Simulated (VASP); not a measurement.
# H (Fd-3m) in VASP: vibrations by perturbation theory with PBE

Aim: the vibrations by perturbation theory of H with PBE.

Program: VASP 6.6.1. These are calculated values, not measurements. Logs are shortened: lines on timing, memory, paths and dates and some standing lists are left out, and cuts for length are marked.

**1. The cell of the first run**

The structure is cubic, space group Fd-3m (No. 227). The conventional cell has a = 3.015 Å, b = 3.015 Å, c = 3.015 Å, α = 90.00°, β = 90.00°, γ = 90.00°. Within 1.7 Å of H (site symmetry -43m) lie 4 H at 1.31 Å.

**2. Vibrations by perturbation theory, PBE**

INCAR reads:

```
SYSTEM = H
PREC = Accurate
ENCUT = 500
EDIFF = 1E-8
ISMEAR = -1
SIGMA = 0.1
LREAL = .False.
LASPH = .True.
NELM = 120
ALGO = Normal
ISIF = 2
LWAVE = .False.
LCHARG = .False.
GGA = PE
NBANDS = 8
IBRION = 8
NSW = 1
GGA_COMPAT = .False.
```

KPOINTS reads:

```
regular mesh
0
Gamma
  4 4 4
  0 0 0
```

POSCAR reads:

```
H
1.0
    0.0000000000      1.5072700000      1.5072700000
    1.5072700000      0.0000000000      1.5072700000
    1.5072700000      1.5072700000      0.0000000000
H
2
Direct
    0.0000000000      0.0000000000      0.0000000000
    0.2500000000      0.2500000000      0.2500000000
```

Potentials or basis: VASP PAW PBE potentials, release 64 (H).

Run with:

```bash
$ cat potpaw_PBE.64/H/POTCAR > POTCAR
$ mpirun -np 1 vasp_std > vasp.out
```

OUTCAR:

```text
SYSTEM = H
   PREC = Accurate
   ENCUT = 500
   EDIFF = 1E-8
   ISMEAR = -1
   LREAL = .False.
   LASPH = .True.
   NELM = 120
   ISIF = 2
   GGA = PE
   IBRION = 8
   NSW = 1

 ion  position               nearest neighbor table
   1  0.000  0.000  0.000-
   2  0.250  0.250  0.250-

  LATTYP: Found a face centered cubic cell.
 ALAT       =     3.0145400000

  Lattice vectors:

 A1 = (   0.0000000000,   1.5072700000,   1.5072700000)
 A2 = (   1.5072700000,   0.0000000000,   1.5072700000)
 A3 = (   1.5072700000,   1.5072700000,   0.0000000000)

Analysis of symmetry for initial positions (statically):
=====================================================================
 Subroutine PRICEL returns:
 Original cell was already a primitive cell.

 Routine SETGRP: Setting up the symmetry group for a
 face centered cubic supercell.

 Subroutine GETGRP returns: Found 48 space group operations
 (whereof 24 operations were pure point group operations)
 out of a pool of 48 trial point group operations.

The static configuration has the point symmetry T_d .
 The point group associated with its full space group is O_h .

Analysis of symmetry for dynamics (positions and initial velocities):
=====================================================================
 Subroutine PRICEL returns:
 Original cell was already a primitive cell.

 Routine SETGRP: Setting up the symmetry group for a
 face centered cubic supercell.

 Subroutine GETGRP returns: Found 48 space group operations
 (whereof 24 operations were pure point group operations)
 out of a pool of 48 trial point group operations.

The dynamic configuration has the point symmetry T_d .
 The point group associated with its full space group is O_h .

 Subroutine INISYM returns: Found 48 space group operations
 (whereof 24 operations are pure point group operations),
 and found     1 'primitive' translations

----------------------------------------------------------------------------------------

                                     Primitive cell

  volume of cell :       6.8486

  direct lattice vectors                    reciprocal lattice vectors
     0.000000000  1.507270000  1.507270000    -0.331725570  0.331725570  0.331725570
     1.507270000  0.000000000  1.507270000     0.331725570 -0.331725570  0.331725570
     1.507270000  1.507270000  0.000000000     0.331725570  0.331725570 -0.331725570

  length of vectors
     2.131601676  2.131601676  2.131601676     0.574565542  0.574565542  0.574565542

  position of ions in fractional coordinates (direct lattice)
     0.000000000  0.000000000  0.000000000
     0.250000000  0.250000000  0.250000000

  ion indices of the primitive-cell ions
   primitive index   ion index
                 1           1
                 2           2

----------------------------------------------------------------------------------------

 KPOINTS: regular mesh

Automatic generation of k-mesh.
 Grid dimensions read from file:
 generate k-points for:    4    4    4

 Generating k-lattice:

  Cartesian coordinates                     Fractional coordinates (reciprocal lattice)
    -0.082931393  0.082931393  0.082931393     0.250000000  0.000000000  0.000000000
     0.082931393 -0.082931393  0.082931393     0.000000000  0.250000000  0.000000000
     0.082931393  0.082931393 -0.082931393     0.000000000  0.000000000  0.250000000

  Length of vectors
     0.143641385  0.143641385  0.143641385

  Shift w.r.t. Gamma in fractional coordinates (k-lattice)
     0.000000000  0.000000000  0.000000000

 Subroutine IBZKPT returns following result:
 ===========================================

 Found      8 irreducible k-points:

 Following reciprocal coordinates:
            Coordinates               Weight
  0.000000  0.000000  0.000000      1.000000
  0.250000  0.000000  0.000000      8.000000
  0.500000  0.000000  0.000000      4.000000
  0.250000  0.250000  0.000000      6.000000
  0.500000  0.250000  0.000000     24.000000
 -0.250000  0.250000  0.000000     12.000000
  0.500000  0.500000  0.000000      3.000000
 -0.250000  0.500000  0.250000      6.000000
   k-points           NKPTS =      8   k-points in BZ     NKDIM =      8   number of bands    NBANDS=      8
   number of dos      NEDOS =    301   number of ions     NIONS =      2
   total plane-waves  NPLWV =   4096
   dimension x,y,z NGX =    16 NGY =   16 NGZ =   16
   dimension x,y,z NGXF=    32 NGYF=   32 NGZF=   32
   ions per type =               2
   NGX,Y,Z   is equivalent  to a cutoff of  12.48, 12.48, 12.48 a.u.
   NGXF,Y,Z  is equivalent  to a cutoff of  24.96, 24.96, 24.96 a.u.
 SYSTEM =  H
   PREC   = accura    normal or accurate (medium, high low for compatibility)
   ISTART =      0    job   : 0-new  1-cont  2-samecut
   ICHARG =      2    charge: 1-file 2-atom 10-const
   ISPIN  =      1    spin polarized calculation?
   LNONCOLLINEAR =      F non collinear calculations
   LSORBIT =      F    spin-orbit coupling
   LASPH  =      T    aspherical Exc in radial PAW
   ENCUT  =  500.0 eV  36.75 Ry    6.06 a.u.   3.89  3.89  3.89*2*pi/ulx,y,z
   NELM   =    120;   NELMIN=  2; NELMDL= -5     # of ELM steps
   EDIFF  = 0.1E-07   stopping-criterion for ELM
   LREAL  =      F    real-space projection
   EDIFFG = 0.1E-06   stopping-criterion for IOM
   NSW    =      1    number of steps for IOM
   IBRION =      8    ionic relax: 0-MD 1-quasi-New 2-CG
   NFREE  =      0    steps in history (QN), initial steepest desc. (CG)
   ISIF   =      2    stress and relaxation
   ISYM   =      2    0-nonsym 1-usesym 2-fastsym
   POTIM  = 0.5000    time-step for ionic-motion
   TEBEG  =    0.0;   TEEND  =   0.0 temperature during run
   PSTRESS=    0.0 pullay stress
   NELECT =       2.0000    total number of electrons
   NUPDOWN=      -1.0000    fix difference up-down
   EMIN   =  10.00;   EMAX   =-10.00  energy-range for DOS
   EFERMI =   0.00;   METHOD = LEGACY
   ISMEAR =    -1;   SIGMA  =   0.10  broadening in eV -4-tet -1-fermi 0-gaus
   EFERMI_NEDOS =   21; number of points for ismear=-14 and -15
   IALGO  =     38    algorithm
   IMIX   =      4    mixing-type and parameters
     AMIX     =   0.40;   BMIX     =  1.00
     AMIX_MAG =   1.60;   BMIX_MAG =  1.00
  volume/ion in A,a.u.               =       3.42        23.11
  Fermi-wavevector in a.u.,A,eV,Ry     =   1.086135  2.052497 16.050644  1.179689
  Thomas-Fermi vector in A             =   2.222265
   LORBIT       =      0    0 simple, 1 ext, 2 COOP (PROOUT), +10 PAW based schemes
   GGA     = PE    functional components
   LHFCALC =     F    Hartree Fock is set to
   AEXX    =    0.0000 exact exchange contribution
   IVDW    =     0    specifies the selected vdW correction
   LEPSILON=     F    determine dielectric tensor
   LRPA    =     F    only Hartree local field effects (RPA)
 non-spin polarized calculation
  energy-cutoff  :      500.00
  volume of cell :        6.85
 maximum number of plane-waves:       190
   NGX =  7   NGY =  7   NGZ =  7

--------------------------------------- Ionic step        1  -------------------------------------------

 number of electron       2.0000000 magnetization

 Free energy of the ion-electron system (eV)
  ---------------------------------------------------
  ext. energy  EPLUGINS =         0.00000000
  ---------------------------------------------------
  free energy    TOTEN  =        -5.04225960 eV

  energy without entropy =       -5.01943519  energy(sigma->0) =       -5.03084739

 E-fermi :   2.2982     XC(G=0): -10.2829

 val. band max:        1.5020857049   @ k =   0.5000   0.5000   0.0000
 cond. band min:       2.3582610595   @ k =   0.5000   0.0000   0.0000
 fundamental gap:      0.8561753546
 Fermi energy:         2.2981522547

 k-point     1 :       0.0000    0.0000    0.0000
  band No.  band energies     occupation
      1     -13.3121      2.00000
      2      23.3144      0.00000
      3      32.3379      0.00000
      4      39.1149      0.00000
      5      39.1149      0.00000
      6      39.1149      0.00000
      7      39.8744      0.00000
      8      39.8744      0.00000
[... 67 lines left out ...]
 k-point     8 :      -0.2500    0.5000    0.2500
  band No.  band energies     occupation
      1       2.4864      0.26429
      2       2.4864      0.26429
      3      13.2382      0.00000
      4      13.2382      0.00000
      5      39.9818      0.00000
      6      39.9818      0.00000
      7      43.6937      0.00000
      8      43.6937      0.00000

------------------------ aborting loop because EDIFF is reached ----------------------------------------

  FORCE on cell =-STRESS in cart. coord.  units (eV):
  Direction    XX          YY          ZZ          XY          YZ          ZX
  --------------------------------------------------------------------------------------
  -------------------------------------------------------------------------------------
  Total       -0.0868137     -0.0868137     -0.0868137      0.0000000      0.0000000      0.0000000
  in kB      -20.3093344    -20.3093344    -20.3093344      0.0000000      0.0000000      0.0000000
  external PRESSURE =     -20.3093344 kB  Pullay stress =       0.0000000 kB

 VOLUME and BASIS-vectors are now :
 -----------------------------------------------------------------------------
  energy-cutoff  :      500.00
  volume of cell :        6.85
      direct lattice vectors                 reciprocal lattice vectors
     0.000000000  1.507270000  1.507270000    -0.331725570  0.331725570  0.331725570
     1.507270000  0.000000000  1.507270000     0.331725570 -0.331725570  0.331725570
     1.507270000  1.507270000  0.000000000     0.331725570  0.331725570 -0.331725570

 POSITION                                       TOTAL-FORCE (eV/Angst)
 -----------------------------------------------------------------------------------
      0.00000      0.00000      0.00000         0.000000      0.000000      0.000000
      0.75364      0.75364      0.75364        -0.000000     -0.000000     -0.000000
 -----------------------------------------------------------------------------------
    total drift:                                0.000000      0.000000      0.000000

  FREE ENERGIE OF THE ION-ELECTRON SYSTEM (eV)
  ---------------------------------------------------
  free  energy   TOTEN  =        -5.0422595953 eV

  energy  without entropy=       -5.0194351877  energy(sigma->0) =       -5.03084739

[... ionic steps 2 to 3 ...]

--------------------------------------- Ionic step        4  -------------------------------------------

 Free energy of the ion-electron system (eV)
  ---------------------------------------------------
  ---------------------------------------------------
  free energy    TOTEN  =        -0.01684333 eV

  energy without entropy =       -0.01684333

------------------------ aborting loop because EDIFF is reached ----------------------------------------

 INTERNAL STRAIN TENSOR  FOR ION    1  DIRECTION 1   (eV/Angst):
 -----------------------------------------------------------------------------
     0.00022  0.00000  0.00000
     0.00000 -0.00066-13.32976
     0.00000-13.32976 -0.00066

 INTERNAL STRAIN TENSOR FOR ION    2 for displacements in x,y,z  (eV/Angst):
          X           Y           Z          XY          YZ          ZX
  --------------------------------------------------------------------------------
  x    -0.00000     0.00000     0.00000     0.00000    13.32976     0.00000
  y    -0.00000    -0.00000    -0.00000     0.00000     0.00000    13.32976
  z     0.00000     0.00000    -0.00000    13.32976     0.00000     0.00000

 SECOND DERIVATIVES (NOT SYMMETRIZED)
 ------------------------------------
               1X          1Y          1Z          2X          2Y          2Z
  1X    25.328759    0.000000    0.000000  -25.328759    0.000000    0.000000
  1Y     0.000000   25.328759    0.000000    0.000000  -25.328759    0.000000
  1Z     0.000000    0.000000   25.328759    0.000000    0.000000  -25.328759
  2X   -25.328759    0.000000    0.000000   25.328759    0.000000    0.000000
  2Y     0.000000  -25.328759    0.000000    0.000000   25.328759    0.000000
  2Z     0.000000    0.000000  -25.328759    0.000000    0.000000   25.328759

 Eigenvectors and eigenvalues of the dynamical matrix
 ----------------------------------------------------

   1 f  =    0.000002 THz     0.000011 2PiTHz    0.000056 cm-1     0.000007 meV
             X         Y         Z           dx          dy          dz
      0.000000  0.000000  0.000000     0.000000    0.188042   -0.681645
      0.753635  0.753635  0.753635     0.000000    0.188042   -0.681645

   2 f  =    0.000000 THz     0.000000 2PiTHz    0.000000 cm-1     0.000000 meV
             X         Y         Z           dx          dy          dz
      0.000000  0.000000  0.000000    -0.707107    0.000000    0.000000
      0.753635  0.753635  0.753635    -0.707107    0.000000    0.000000

   3 f/i=    0.000000 THz     0.000003 2PiTHz    0.000015 cm-1     0.000002 meV
             X         Y         Z           dx          dy          dz
      0.000000  0.000000  0.000000     0.000000    0.681645    0.188042
      0.753635  0.753635  0.753635     0.000000    0.681645    0.188042
[... 11 lines left out ...]
   6 f/i=  111.268614 THz   699.121319 2PiTHz 3711.521448 cm-1   460.169804 meV
             X         Y         Z           dx          dy          dz
      0.000000  0.000000  0.000000     0.000000   -0.124695    0.696025
      0.753635  0.753635  0.753635     0.000000    0.124695   -0.696025

--------------------------------------------------------------------------------------------------------

 ELASTIC MODULI CONTR FROM IONIC RELAXATION (kBar)
 Direction    XX          YY          ZZ          XY          YZ          ZX
 --------------------------------------------------------------------------------
 XX           0.0000      0.0000      0.0000      0.0000      0.0000      0.0000
 YY           0.0000      0.0000      0.0000      0.0000      0.0000      0.0000
 ZZ           0.0000      0.0000      0.0000      0.0000      0.0000      0.0000
 XY           0.0000      0.0000      0.0000      0.0000      0.0000      0.0000
 YZ           0.0000      0.0000      0.0000      0.0000      0.0000      0.0000
 ZX           0.0000      0.0000      0.0000      0.0000      0.0000      0.0000
 --------------------------------------------------------------------------------
```

It took 8 s on 1 thread of Intel Xeon 8259CL, shared host; peak memory 0.11 GiB.

Results:

- Highest phonon frequency at Γ: 0 cm⁻¹
- Most unstable mode: 3712i cm⁻¹

Phonon frequencies in cm⁻¹ (negative: imaginary):
| q point | frequencies |
| --- | --- |
| (0.000, 0.000, 0.000) | -3712 -3712 -3712 0 0 0 |

Caveat: the k points lie up to 0.90 Å⁻¹ apart; the cell wasn't relaxed at this level first, which shifts response properties; some modes are imaginary.
